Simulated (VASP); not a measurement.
Runs of VASP 6.6.1 on Al. The structure is that of space group Fm-3m (No. 225), or close to it. The cells are those of the table. 

| cell | gap on the mesh (eV) | pressure (GPa) |
| --- | --- | --- |
| a = 2.921 Å, angles 120.9, 120.9, 88.4°, 1 atom | none | -3.6 |
| a = 2.946 Å, angles 120.9, 120.9, 88.4°, 1 atom | none | -5.0 |
| a = 2.896 Å, angles 120.9, 120.9, 88.4°, 1 atom | none | (a) |
| a = 2.971 Å, angles 120.9, 120.9, 88.4°, 1 atom | none | -6.3 |
| a = 2.870 Å, angles 120.9, 120.9, 88.4°, 1 atom | none | 0.1 |
| a = 2.843 Å, angles 120.9, 120.9, 88.4°, 1 atom | none | (b) |
| a = 2.816 Å, angles 120.9, 120.9, 88.4°, 1 atom | none | 5.1 |

Alike in all rows: task single point; level PBE; potentials or basis VASP PAW PBE potentials, release 64 (Al); no spin polarisation; k mesh 22 × 22 × 22; cutoff (eV) 520; smearing gaussian 0.15 eV.

Question: Fill in the values left out.

Answer: (a) -1.9; (b) 2.4.

A gap of «none» marks levels without a gap at the run's occupations.
